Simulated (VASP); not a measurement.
# HfSiF (P4/nmm) in VASP: further runs, part 2 of 3

VASP 6.6.1.

## 4. Single point, PBE

This run uses another cell than the first one, of 14.25 Å³/atom, 0.997 times its volume.

INCAR

```
SYSTEM = HfSiF
ALGO = Normal ; EDIFF = 1E-7
ENCUT = 520 ; GGA = PE
ISIF = 2 ; ISMEAR = 0
LASPH = .TRUE. ; LCHARG = .FALSE.
LREAL = .FALSE. ; LWAVE = .FALSE.
NBANDS = 30 ; NELM = 100
PREC = Accurate ; SIGMA = 0.1
```

KPOINTS

```
k-points
0
G
  6 6 4
  0 0 0
```

POSCAR

```
HfSiF
1.0
    3.3845564415      0.0000000000      0.0000000000
    0.0000000000      3.3845564415      0.0000000000
    0.0000000000      0.0000000000      7.4616162093
Hf Si F
2 2 2
Direct
    0.0000000000      0.5000000000      0.2805030342
    0.5000000000      0.0000000000      0.7194969658
    0.5000000000      0.0000000000      0.0843697364
    0.0000000000      0.5000000000      0.9156302636
    0.0000000000      0.0000000000      0.5000000000
    0.5000000000      0.5000000000      0.5000000000
```

On the command line:

```sh
cat potpaw_PBE.64/Hf_pv/POTCAR potpaw_PBE.64/Si/POTCAR potpaw_PBE.64/F/POTCAR > POTCAR
mpirun -np 1 vasp_std > vasp.out
```

Wall time 63 s (1 thread of Intel Xeon Platinum 8488C (Sapphire Rapids), shared host); peak memory 0.24 GiB.

Results (log left out):

```
Free energy            : -44.0084 eV
Pressure               : -1.1 GPa
Largest force          : 0.155 eV/Å
Band gap on the k mesh : zero (band 21 reaches 7.58 eV, above the bottom of band 22 at 5.93 eV)
```

Forces in eV/Å, atoms in the order of the input:
```
Hf   0.000  0.000  0.155
Hf   0.000  0.000 -0.155
Si   0.000  0.000  0.010
Si   0.000  0.000 -0.010
F    0.000  0.000  0.000
F    0.000  0.000  0.000
```

Stress tensor (GPa, compression positive):
```
-0.95  0.00  0.00
 0.00 -0.95  0.00
 0.00  0.00 -1.37
```

Levels at points of the mesh, in eV from the Fermi level:
```csv
k point,band 18,band 19,band 20,band 21,band 22,band 23,band 24,band 25
"(0.00, 0.00, 0.00)",-0.86,-0.75,-0.75,-0.41,0.73,2.17,2.17,3.10
"(0.50, 0.00, 0.00)",-3.27,-0.69,-0.69,0.23,0.23,2.57,2.57,2.72
"(0.50, 0.50, 0.00)",-4.95,-2.40,-2.40,-0.85,-0.85,3.98,3.98,4.11
"(0.00, 0.00, 0.50)",-0.80,-0.80,-0.44,-0.21,0.12,2.35,2.46,2.46
"(0.50, 0.00, 0.50)",-3.34,-0.52,-0.52,0.37,0.37,2.36,2.36,2.78
"(0.50, 0.50, 0.50)",-4.91,-2.01,-2.01,-0.90,-0.90,3.65,3.65,4.67
```

Caveat: spin-orbit coupling is left out, which moves the levels of the heavy elements.

## 5. Single point, PBE

This run uses another cell than the first one, of 13.56 Å³/atom, 0.949 times its volume.

INCAR

```
SYSTEM = HfSiF
  PREC = Accurate
  ENCUT = 520
  EDIFF = 1E-6
  ISMEAR = 0
  SIGMA = 0.1
  LREAL = .FALSE.
  LASPH = .TRUE.
  NELM = 100
  ALGO = Normal
  ISIF = 2
  LWAVE = .FALSE.
  LCHARG = .FALSE.
  GGA = PE
  NBANDS = 30
```

KPOINTS

```
regular mesh
0
G
  6 6 2
  0 0 0
```

POSCAR

```
HfSiF
1.0
    3.2443980600      0.0000000000      0.0000000000
    0.0000000000      3.2443980600      0.0000000000
    0.0000000000      0.0000000000      7.7265191600
Hf Si F
2 2 2
Direct
    0.0000000000      0.5000000000      0.3838599900
    0.5000000000      0.0000000000      0.6161400100
    0.5000000000      0.0000000000      0.1791800000
    0.0000000000      0.5000000000      0.8208200000
    0.0000000000      0.0000000000      0.5000000000
    0.5000000000      0.5000000000      0.5000000000
```

Potentials or basis: VASP PAW PBE potentials, release 64 (Hf_pv, Si, F).

On the command line:

```sh
cat potpaw_PBE.64/Hf_pv/POTCAR potpaw_PBE.64/Si/POTCAR potpaw_PBE.64/F/POTCAR > POTCAR
mpirun -np 1 vasp_std > vasp.out
```

OUTCAR:

```text
SYSTEM = HfSiF
   PREC = Accurate
   ENCUT = 520
   EDIFF = 1E-6
   ISMEAR = 0
   LREAL = .FALSE.
   LASPH = .TRUE.
   NELM = 100
   ISIF = 2
   GGA = PE

 ion  position               nearest neighbor table
   1  0.000  0.500  0.384-   5 1.85   6 1.85   5 1.85   6 1.85   3 2.79   3 2.79   3 2.79   3 2.79
                             2 2.91   2 2.91   2 2.91   2 2.91   4 3.38
   2  0.500  0.000  0.616-   5 1.85   6 1.85   6 1.85   5 1.85   4 2.79   4 2.79   4 2.79   4 2.79
                             1 2.91   1 2.91   1 2.91   1 2.91   3 3.38
   3  0.500  0.000  0.179-   1 2.79   1 2.79   1 2.79   1 2.79   2 3.38
   4  0.000  0.500  0.821-   2 2.79   2 2.79   2 2.79   2 2.79   1 3.38
   5  0.000  0.000  0.500-   1 1.85   2 1.85   1 1.85   2 1.85
   6  0.500  0.500  0.500-   1 1.85   2 1.85   2 1.85   1 1.85

  LATTYP: Found a simple tetragonal cell.
 ALAT       =     3.2443980600
 C/A-ratio  =     2.3814954322

  Lattice vectors:

 A1 = (   3.2443980600,   0.0000000000,   0.0000000000)
 A2 = (   0.0000000000,   3.2443980600,   0.0000000000)
 A3 = (   0.0000000000,   0.0000000000,   7.7265191600)

Analysis of symmetry for initial positions (statically):
=====================================================================
 Subroutine PRICEL returns:
 Original cell was already a primitive cell.

 Routine SETGRP: Setting up the symmetry group for a
 simple tetragonal supercell.

 Subroutine GETGRP returns: Found 16 space group operations
 (whereof  8 operations were pure point group operations)
 out of a pool of 16 trial point group operations.

The static configuration has the point symmetry D_2d.
 The point group associated with its full space group is D_4h.

Analysis of symmetry for dynamics (positions and initial velocities):
=====================================================================
 Subroutine PRICEL returns:
[... 132 lines left out ...]
     AMIX     =   0.40;   BMIX     =  1.00
     AMIX_MAG =   1.60;   BMIX_MAG =  1.00
  volume/ion in A,a.u.               =      13.56        91.47
  Fermi-wavevector in a.u.,A,eV,Ry     =   1.313431  2.482024 23.471418  1.725101
  Thomas-Fermi vector in A             =   2.443754
   LORBIT       =      0    0 simple, 1 ext, 2 COOP (PROOUT), +10 PAW based schemes
   GGA     = PE    functional components
   LHFCALC =     F    Hartree Fock is set to
   AEXX    =    0.0000 exact exchange contribution
   IVDW    =     0    specifies the selected vdW correction
   LEPSILON=     F    determine dielectric tensor
   LRPA    =     F    only Hartree local field effects (RPA)
 non-spin polarized calculation
 Gauss-broadening in eV      SIGMA  =   0.10
  energy-cutoff  :      520.00
  volume of cell :       81.33
 maximum number of plane-waves:      2212
   NGX = 13   NGY = 13   NGZ = 29

 number of electron      42.0000003 magnetization

 Free energy of the ion-electron system (eV)
  ---------------------------------------------------
  ext. energy  EPLUGINS =         0.00000000
  ---------------------------------------------------
  free energy    TOTEN  =       -28.16296031 eV

  energy without entropy =      -28.15039257  energy(sigma->0) =      -28.15667644

 E-fermi :   7.8688     XC(G=0): -11.4208

 val. band max:        7.8624777583   @ k =   0.1667   0.1667   0.5000
 cond. band min:       7.8958451138   @ k =   0.1667   0.0000   0.0000
 fundamental gap:      0.0333673555
 Fermi energy:         7.8687563349

 k-point     1 :       0.0000    0.0000    0.0000
  band No.  band energies     occupation
      1     -28.3325      2.00000
      2     -25.2670      2.00000
      3     -25.2670      2.00000
      4     -24.5975      2.00000
      5     -24.3301      2.00000
      6     -24.3301      2.00000
[... 649 lines left out ...]
     29      12.0457      0.00000
     30      12.0457      0.00000

------------------------ aborting loop because EDIFF is reached ----------------------------------------

  FORCE on cell =-STRESS in cart. coord.  units (eV):
  Direction    XX          YY          ZZ          XY          YZ          ZX
  --------------------------------------------------------------------------------------
  -------------------------------------------------------------------------------------
  Total       51.3264205     51.3264205     32.0526909      0.0000000      0.0000000      0.0000000
  in kB     1011.1123332   1011.1123332    631.4266761      0.0000000      0.0000000      0.0000000
  external PRESSURE =     884.5504475 kB  Pullay stress =       0.0000000 kB

 VOLUME and BASIS-vectors are now :
 -----------------------------------------------------------------------------
  energy-cutoff  :      520.00
  volume of cell :       81.33
      direct lattice vectors                 reciprocal lattice vectors
     3.244398060  0.000000000  0.000000000     0.308223585  0.000000000  0.000000000
     0.000000000  3.244398060  0.000000000     0.000000000  0.308223585  0.000000000
     0.000000000  0.000000000  7.726519160     0.000000000  0.000000000  0.129424386

 POSITION                                       TOTAL-FORCE (eV/Angst)
 -----------------------------------------------------------------------------------
      0.00000      1.62220      2.96590         0.000000      0.000000    -17.074172
      1.62220      0.00000      4.76062        -0.000000      0.000000     17.074172
      1.62220      0.00000      1.38444         0.000000     -0.000000     -1.020410
      0.00000      1.62220      6.34208         0.000000      0.000000      1.020410
      0.00000      0.00000      3.86326        -0.000000      0.000000      0.000000
      1.62220      1.62220      3.86326         0.000000      0.000000      0.000000
 -----------------------------------------------------------------------------------
    total drift:                                0.000000      0.000000     -0.000000

  FREE ENERGIE OF THE ION-ELECTRON SYSTEM (eV)
  ---------------------------------------------------
  free  energy   TOTEN  =       -28.1629603115 eV

  energy  without entropy=      -28.1503925683  energy(sigma->0) =      -28.15667644
```

OSZICAR:

```text
N       E                     dE             d eps       ncg     rms          rms(c)
DAV:   1     0.261110924313E+03    0.26111E+03   -0.23478E+04  1224   0.135E+03
DAV:   2    -0.150872535081E+02   -0.27620E+03   -0.26796E+03  1416   0.347E+02
DAV:   3    -0.309794858162E+02   -0.15892E+02   -0.15669E+02  1602   0.713E+01
DAV:   4    -0.311629093389E+02   -0.18342E+00   -0.18318E+00  1500   0.802E+00
DAV:   5    -0.311655881739E+02   -0.26788E-02   -0.26782E-02  1524   0.942E-01    0.127E+02
DAV:   6    -0.283687772743E+02    0.27968E+01   -0.11371E+01  1390   0.199E+01    0.822E+01
DAV:   7    -0.291498161419E+02   -0.78104E+00   -0.93328E+00  1330   0.125E+01    0.491E+00
DAV:   8    -0.282222241460E+02    0.92759E+00   -0.66816E+00  1390   0.903E+00    0.221E+00
DAV:   9    -0.281647858966E+02    0.57438E-01   -0.40030E-01  1396   0.283E+00    0.137E+00
DAV:  10    -0.281633432325E+02    0.14427E-02   -0.24313E-02  1532   0.706E-01    0.773E-01
DAV:  11    -0.281631083264E+02    0.23491E-03   -0.12197E-03  1436   0.235E-01    0.589E-01
DAV:  12    -0.281629685045E+02    0.13982E-03   -0.59956E-04  1514   0.106E-01    0.783E-02
DAV:  13    -0.281629630985E+02    0.54060E-05   -0.42856E-05  1424   0.437E-02    0.856E-02
DAV:  14    -0.281629601562E+02    0.29423E-05   -0.13512E-05  1492   0.200E-02    0.730E-03
DAV:  15    -0.281629603115E+02   -0.15528E-06   -0.89808E-07   940   0.554E-03
   1 F= -.28162960E+02 E0= -.28156676E+02  d E =-.125677E-01
```

It took 20 s on 1 thread of Intel Xeon 6975P-C (Granite Rapids), shared host; peak memory 0.2 GiB.

What came out:

```
Free energy            : -28.1630 eV
Pressure               : 88.5 GPa
Largest force          : 17.074 eV/Å
Band gap on the k mesh : zero (band 21 reaches 9.45 eV, above the bottom of band 22 at 6.52 eV)
```

Forces on the atoms (eV/Å):
```
Hf    0.000   0.000 -17.074
Hf    0.000   0.000  17.074
Si    0.000   0.000  -1.020
Si    0.000   0.000   1.020
F     0.000   0.000   0.000
F     0.000   0.000   0.000
```

Caveat: the k points lie up to 0.41 Å⁻¹ apart; spin-orbit coupling is left out, which moves the levels of the heavy elements; forces of over 1 eV/Å act on the atoms, so gaps and moduli don't describe the material at rest.

## 6. Single point, PBE

This run uses another cell than the first one, of 14.25 Å³/atom, 0.997 times its volume.

INCAR

```
SYSTEM = HfSiF
PREC     = Accurate       ! precision mode
ENCUT    = 520            ! plane-wave cutoff, eV
EDIFF    = 1E-7           ! SCF threshold, eV
ISMEAR   = 0              ! smearing method
SIGMA    = 0.1            ! smearing width, eV
LREAL    = .FALSE.        ! projectors in reciprocal space
LASPH    = .TRUE.         ! aspherical terms in the spheres
NELM     = 80             ! most SCF steps
ALGO     = Normal         ! electronic algorithm
ISIF     = 2              ! what is computed and relaxed
LWAVE    = .FALSE.        ! write WAVECAR
LCHARG   = .FALSE.        ! write CHGCAR
GGA      = PE             ! functional
NBANDS   = 30             ! bands
```

KPOINTS

```
Automatic mesh
0
G
  6 6 2
  0 0 0
```

POSCAR

```
HfSiF
1.0
    3.3845564415      0.0000000000      0.0000000000
    0.0000000000      3.3845564415      0.0000000000
    0.0000000000      0.0000000000      7.4616162093
Hf Si F
2 2 2
Direct
    0.0000000000      0.5000000000      0.2805030342
    0.5000000000      0.0000000000      0.7194969658
    0.5000000000      0.0000000000      0.0843697364
    0.0000000000      0.5000000000      0.9156302636
    0.0000000000      0.0000000000      0.5000000000
    0.5000000000      0.5000000000      0.5000000000
```

Potentials or basis: VASP PAW PBE potentials, release 64 (Hf_pv, Si, F).

On the command line:

```sh
cat potpaw_PBE.64/Hf_pv/POTCAR potpaw_PBE.64/Si/POTCAR potpaw_PBE.64/F/POTCAR > POTCAR
mpirun -np 1 vasp_std > vasp.out
```

It took 27 s on 1 thread of Intel Xeon 6975P-C (Granite Rapids), shared host; peak memory 0.21 GiB.

It converged, with:

```
Free energy            : -43.9995 eV
Pressure               : -1.0 GPa
Largest force          : 0.141 eV/Å
Band gap on the k mesh : zero (band 21 reaches 7.58 eV, above the bottom of band 22 at 5.93 eV)
```

Forces on the atoms (eV/Å):
```
Hf   0.000  0.000  0.141
Hf   0.000  0.000 -0.141
Si   0.000  0.000  0.008
Si   0.000  0.000 -0.008
F    0.000  0.000  0.000
F    0.000  0.000  0.000
```

Stress tensor (GPa, compression positive):
```
-0.72  0.00  0.00
 0.00 -0.72  0.00
 0.00  0.00 -1.68
```

Levels at points of the mesh, in eV from the Fermi level:
| k point | band 19 | band 20 | band 21 | band 22 | band 23 | band 24 |
| --- | --- | --- | --- | --- | --- | --- |
| (0.00, 0.00, 0.00) | -0.76 | -0.76 | -0.42 | 0.71 | 2.15 | 2.15 |
| (0.50, 0.00, 0.00) | -0.70 | -0.70 | 0.21 | 0.21 | 2.55 | 2.55 |
| (0.50, 0.50, 0.00) | -2.41 | -2.41 | -0.86 | -0.86 | 3.96 | 3.96 |
| (0.00, 0.00, 0.50) | -0.81 | -0.46 | -0.22 | 0.10 | 2.34 | 2.45 |
| (0.50, 0.00, 0.50) | -0.54 | -0.54 | 0.35 | 0.35 | 2.34 | 2.34 |
| (0.50, 0.50, 0.50) | -2.02 | -2.02 | -0.92 | -0.92 | 3.63 | 3.63 |

Caveat: the k points lie up to 0.42 Å⁻¹ apart; spin-orbit coupling is left out, which moves the levels of the heavy elements.

(Part 2 of 3 ends here.)
